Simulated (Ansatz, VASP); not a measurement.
# One calculation of SiC, two programs

The input INCAR:

```
SYSTEM = SiC
  ALGO = Normal
  EDIFF = 1E-6
  ENCUT = 520
  GGA = PS
  ISIF = 2
  ISMEAR = 0
  IVDW = 12
  LASPH = .TRUE.
  LCHARG = .TRUE.
  LELF = .TRUE.
  LREAL = .FALSE.
  LVHAR = .TRUE.
  LWAVE = .FALSE.
  NBANDS = 11
  NELM = 80
  PREC = Accurate
  SIGMA = 0.05
```

The input KPOINTS:

```
k-points
0
G
  10 10 10
  0 0 0
```

Contents of POSCAR:

```
SiC
1.0
    0.0000000000      2.1802758770      2.1802758770
    2.1802758770      0.0000000000      2.1802758770
    2.1802758770      2.1802758770      0.0000000000
Si C
1 1
Direct
    0.0000000000      0.0000000000      0.0000000000
    0.7500000000      0.7500000000      0.7500000000
```

Input for Ansatz:

```yaml
crystal:
  lattice:
    - [0.0, 2.180275877, 2.180275877]
    - [2.180275877, 0.0, 2.180275877]
    - [2.180275877, 2.180275877, 0.0]
  atoms:
    - { symbol: Si, position: [0.0, 0.0, 0.0] }
    - { symbol: C, position: [0.75, 0.75, 0.75] }
basis:
  ecutwfc: 420
  ecutrho_ratio: 4
kpoints:
  mp_grid: { grid: [10, 10, 10] }
hamiltonian:
  xc: pbesol
  dispersion: d3bj
scf:
  occupations: { method: gaussian, width: 0.05 }
output:
  forces: true
  stress: true
  eigenvalues: true
```

Alike in both runs: task single point; functional PBEsol; dispersion D3(BJ); k mesh 10 × 10 × 10; occupations gaussian, width 0.05 eV; no spin polarisation.

|  | VASP | Ansatz |
| --- | --- | --- |
| version | VASP 6.6.1 | Ansatz 0.2.0 |
| potentials or method | VASP PAW PBE potentials, release 64 (Si, C), cutoff 520 eV | scalar-relativistic, plane waves, PAW |
| valence electrons in the cell | 8 | 8 |

```csv
,VASP,Ansatz,Ansatz less VASP
gap on the k mesh at the Fermi level (eV),1.24,1.25,+0.010
least direct gap on the mesh (eV),4.44,4.45,+0.009
pressure (GPa),-4.0,-4.4,-0.35
```

VASP's potentials were made for PBE, not for PBEsol.
